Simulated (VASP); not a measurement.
# AlRu (P4/mmm) in VASP: notebook

The runs below take AlRu through single point, with PBEsol.

Program: VASP 6.6.1. These are calculated values, not measurements. Logs are shortened: lines on timing, memory, paths and dates and some standing lists are left out, and cuts for length are marked.

## Step 1: The cell of the first run

Symmetry: P4/mmm, No. 123, tetragonal system. Conventional cell: a = 3.066 Å, b = 3.066 Å, c = 2.932 Å, α = 90.00°, β = 90.00°, γ = 90.00°. Within 3.5 Å of Al (site symmetry 4/mmm) lie 8 Ru at 2.62 Å and 6 Al at 2.93 to 3.07 Å. Within 3.5 Å of Ru (site symmetry 4/mmm) lie 8 Al at 2.62 Å and 6 Ru at 2.93 to 3.07 Å.

## Step 2: Single point, PBEsol (strain +0.030 along x and y, -0.015 along z)

The input, INCAR:

```
  ALGO = Fast
  EDIFF = 1E-6
  ENCUT = 520
  GGA = PS
  ISIF = 2
  ISMEAR = 0
  LASPH = T
  LCHARG = F
  LREAL = F
  LWAVE = F
  NBANDS = 16
  NELM = 80
  PREC = Accurate
  SIGMA = 0.15
```

The input, KPOINTS:

```
k-points
0
Gamma
  20 20 20
```

The input, POSCAR:

```
AlRu
1.0
    3.0657000565      0.0000000000      0.0000000000
    0.0000000000      3.0657000565      0.0000000000
    0.0000000000      0.0000000000      2.9317617045
Al Ru
1 1
Direct
    0.0000000000      0.0000000000      0.0000000000
    0.5000000000      0.5000000000      0.5000000000
```

Potentials or basis: VASP PAW PBE potentials, release 64 (Al, Ru_pv).

Launch:

```bash
cat potpaw_PBE.64/Al/POTCAR potpaw_PBE.64/Ru_pv/POTCAR > POTCAR
mpirun -np 1 vasp_std > vasp.out
```

OUTCAR:

```text
EDIFF = 1E-6
   ENCUT = 520
   GGA = PS
   ISIF = 2
   ISMEAR = 0
   LASPH = T
   LREAL = F
   NELM = 80
   PREC = Accurate

 ion  position               nearest neighbor table
   1  0.000  0.000  0.000-   2 2.62   2 2.62   2 2.62   2 2.62   2 2.62   2 2.62   2 2.62   2 2.62

   2  0.500  0.500  0.500-   1 2.62   1 2.62   1 2.62   1 2.62   1 2.62   1 2.62   1 2.62   1 2.62

  LATTYP: Found a simple tetragonal cell.
 ALAT       =     3.0657000565
 C/A-ratio  =     0.9563106796

  Lattice vectors:

 A1 = (   3.0657000565,   0.0000000000,   0.0000000000)
 A2 = (   0.0000000000,   3.0657000565,   0.0000000000)
 A3 = (   0.0000000000,   0.0000000000,   2.9317617045)

Analysis of symmetry for initial positions (statically):
=====================================================================
 Subroutine PRICEL returns:
 Original cell was already a primitive cell.

 Routine SETGRP: Setting up the symmetry group for a
 simple tetragonal supercell.

 Subroutine GETGRP returns: Found 16 space group operations
 (whereof 16 operations were pure point group operations)
 out of a pool of 16 trial point group operations.

The static configuration has the point symmetry D_4h.

Analysis of symmetry for dynamics (positions and initial velocities):
=====================================================================
 Subroutine PRICEL returns:
 Original cell was already a primitive cell.

 Routine SETGRP: Setting up the symmetry group for a
 simple tetragonal supercell.

 Subroutine GETGRP returns: Found 16 space group operations
 (whereof 16 operations were pure point group operations)
 out of a pool of 16 trial point group operations.

The dynamic configuration has the point symmetry D_4h.

 Subroutine INISYM returns: Found 16 space group operations
 (whereof 16 operations are pure point group operations),
 and found     1 'primitive' translations

----------------------------------------------------------------------------------------

                                     Primitive cell

  volume of cell :      27.5542

  direct lattice vectors                    reciprocal lattice vectors
     3.065700056  0.000000000  0.000000000     0.326189771  0.000000000  0.000000000
     0.000000000  3.065700056  0.000000000     0.000000000  0.326189771  0.000000000
     0.000000000  0.000000000  2.931761704     0.000000000  0.000000000  0.341091842
[... 83 lines left out ...]
   NELM   =     80;   NELMIN=  2; NELMDL= -5     # of ELM steps
   EDIFF  = 0.1E-05   stopping-criterion for ELM
   LREAL  =      F    real-space projection
   EDIFFG = 0.1E-04   stopping-criterion for IOM
   NSW    =      0    number of steps for IOM
   IBRION =     -1    ionic relax: 0-MD 1-quasi-New 2-CG
   NFREE  =      0    steps in history (QN), initial steepest desc. (CG)
   ISIF   =      2    stress and relaxation
   ISYM   =      2    0-nonsym 1-usesym 2-fastsym
   POTIM  = 0.5000    time-step for ionic-motion
   TEBEG  =    0.0;   TEEND  =   0.0 temperature during run
   PSTRESS=    0.0 pullay stress
   NELECT =      17.0000    total number of electrons
   NUPDOWN=      -1.0000    fix difference up-down
   EMIN   =  10.00;   EMAX   =-10.00  energy-range for DOS
   EFERMI =   0.00;   METHOD = LEGACY
   ISMEAR =     0;   SIGMA  =   0.15  broadening in eV -4-tet -1-fermi 0-gaus
   EFERMI_NEDOS =   21; number of points for ismear=-14 and -15
   IALGO  =     68    algorithm
   IMIX   =      4    mixing-type and parameters
     AMIX     =   0.40;   BMIX     =  1.00
     AMIX_MAG =   1.60;   BMIX_MAG =  1.00
  volume/ion in A,a.u.               =      13.78        92.97
  Fermi-wavevector in a.u.,A,eV,Ry     =   1.393676  2.633666 26.427040  1.942333
  Thomas-Fermi vector in A             =   2.517299
   LORBIT       =      0    0 simple, 1 ext, 2 COOP (PROOUT), +10 PAW based schemes
   GGA     = PS    functional components
   LHFCALC =     F    Hartree Fock is set to
   AEXX    =    0.0000 exact exchange contribution
   IVDW    =     0    specifies the selected vdW correction
   LEPSILON=     F    determine dielectric tensor
   LRPA    =     F    only Hartree local field effects (RPA)
 non-spin polarized calculation
 RMM-DIIS sequential band-by-band and
 Gauss-broadening in eV      SIGMA  =   0.15
  energy-cutoff  :      520.00
  volume of cell :       27.55
 maximum number of plane-waves:       760
 NGX is ok and might be reduce to    24
   NGX = 11   NGY = 11   NGZ = 11

 number of electron      17.0000005 magnetization

 Free energy of the ion-electron system (eV)
  ---------------------------------------------------
  ext. energy  EPLUGINS =         0.00000000
  ---------------------------------------------------
  free energy    TOTEN  =       -15.47651507 eV

  energy without entropy =      -15.45769670  energy(sigma->0) =      -15.46710588

 E-fermi :  10.2113     XC(G=0): -12.5397

 val. band max:       10.2098136830   @ k =   0.3000   0.2000   0.4000
 cond. band min:      10.2112789407   @ k =   0.1000   0.1000   0.0500
 fundamental gap:      0.0014652576
 Fermi energy:        10.2112642348

 k-point     1 :       0.0000    0.0000    0.0000
  band No.  band energies     occupation
      1     -31.5215      2.00000
      2     -31.5215      2.00000
      3     -31.4705      2.00000
      4       0.6796      2.00000
      5       6.7508      2.00000
      6       6.7570      2.00000
[... 433 lines left out ...]
      3     -31.4648      2.00000
      4       1.5639      2.00000
      5       6.8857      2.00000
      6       7.0344      2.00000
[... 8 lines left out ...]
     15      22.8671      0.00000
     16      26.1561      0.00000

 [... further k-points ...]

------------------------ aborting loop because EDIFF is reached ----------------------------------------

  FORCE on cell =-STRESS in cart. coord.  units (eV):
  Direction    XX          YY          ZZ          XY          YZ          ZX
  --------------------------------------------------------------------------------------
  -------------------------------------------------------------------------------------
  Total       -1.9016238     -1.9016238     -0.6447582      0.0000000      0.0000000      0.0000000
  in kB     -110.5725164   -110.5725164    -37.4903491      0.0000000      0.0000000      0.0000000
  external PRESSURE =     -86.2117940 kB  Pullay stress =       0.0000000 kB

 VOLUME and BASIS-vectors are now :
 -----------------------------------------------------------------------------
  energy-cutoff  :      520.00
  volume of cell :       27.55
      direct lattice vectors                 reciprocal lattice vectors
     3.065700056  0.000000000  0.000000000     0.326189771  0.000000000  0.000000000
     0.000000000  3.065700056  0.000000000     0.000000000  0.326189771  0.000000000
     0.000000000  0.000000000  2.931761704     0.000000000  0.000000000  0.341091842

 POSITION                                       TOTAL-FORCE (eV/Angst)
 -----------------------------------------------------------------------------------
      0.00000      0.00000      0.00000         0.000000      0.000000      0.000000
      1.53285      1.53285      1.46588         0.000000      0.000000      0.000000
 -----------------------------------------------------------------------------------
    total drift:                                0.000000     -0.000000     -0.000000

  FREE ENERGIE OF THE ION-ELECTRON SYSTEM (eV)
  ---------------------------------------------------
  free  energy   TOTEN  =       -15.4765150675 eV

  energy  without entropy=      -15.4576966958  energy(sigma->0) =      -15.46710588
```

OSZICAR:

```text
N       E                     dE             d eps       ncg     rms          rms(c)
DAV:   1     0.113742139555E+03    0.11374E+03   -0.91557E+03 23808   0.983E+02
DAV:   2    -0.143887927799E+02   -0.12813E+03   -0.12187E+03 27256   0.290E+02
DAV:   3    -0.162483787031E+02   -0.18596E+01   -0.18535E+01 29224   0.365E+01
DAV:   4    -0.162621551432E+02   -0.13776E-01   -0.13757E-01 29776   0.329E+00
DAV:   5    -0.162623574328E+02   -0.20229E-03   -0.20188E-03 28464   0.380E-01    0.124E+01
RMM:   6    -0.155887594883E+02    0.67360E+00   -0.23899E+00 23900   0.120E+01    0.234E+00
RMM:   7    -0.154956404035E+02    0.93119E-01   -0.15865E-01 24613   0.321E+00    0.186E+00
RMM:   8    -0.154768938242E+02    0.18747E-01   -0.18883E-02 25426   0.960E-01    0.204E-01
RMM:   9    -0.154765271515E+02    0.36667E-03   -0.13982E-03 26420   0.299E-01    0.125E-01
RMM:  10    -0.154765146378E+02    0.12514E-04   -0.17651E-04 28081   0.121E-01    0.310E-02
RMM:  11    -0.154765161044E+02   -0.14666E-05   -0.39423E-05 27798   0.495E-02    0.190E-02
RMM:  12    -0.154765150773E+02    0.10271E-05   -0.11005E-05 26905   0.268E-02    0.133E-02
RMM:  13    -0.154765150675E+02    0.97655E-08   -0.19568E-06 21991   0.117E-02
   1 F= -.15476515E+02 E0= -.15467106E+02  d E =-.188184E-01
```

stdout:

```text
POSCAR found type information on POSCAR AlRu
 POSCAR found :  2 types and       2 ions
 scaLAPACK will be used
 -----------------------------------------------------------------------------
|                                                                             |
|                                                                             |
|     You enforced a specific xc type in the INCAR file but a different       |
|     I HOPE YOU KNOW WHAT YOU ARE DOING!                                     |
|                                                                             |
 -----------------------------------------------------------------------------

 LDA part: xc-table for (Slater+PW92), standard interpolation
 POSCAR, INCAR and KPOINTS ok, starting setup
 FFT: planning ... GRIDC
 FFT: planning ... GRID_SOFT
 FFT: planning ... GRID
 WAVECAR not read
 entering main loop
```

Run time: 87 s. Hardware: 1 thread of Intel Xeon 6975P-C (Granite Rapids), shared host; peak memory 0.39 GiB.

What came out:

* Free energy: -15.4765 eV
* Pressure: -8.6 GPa
* Band gap on the k mesh: zero (an odd number of electrons rules out a gap without spin polarisation)

Stress tensor (GPa, compression positive):
```
-11.06   0.00   0.00
  0.00 -11.06   0.00
  0.00   0.00  -3.75
```

Caveat: the cell differs from its parent crystal (strain +0.030 along x and y, -0.015 along z); the cell stands under tension; the PAW data sets were made with another functional, which shifts forces and pressure a little.

(Part 1 of 3 ends here.)
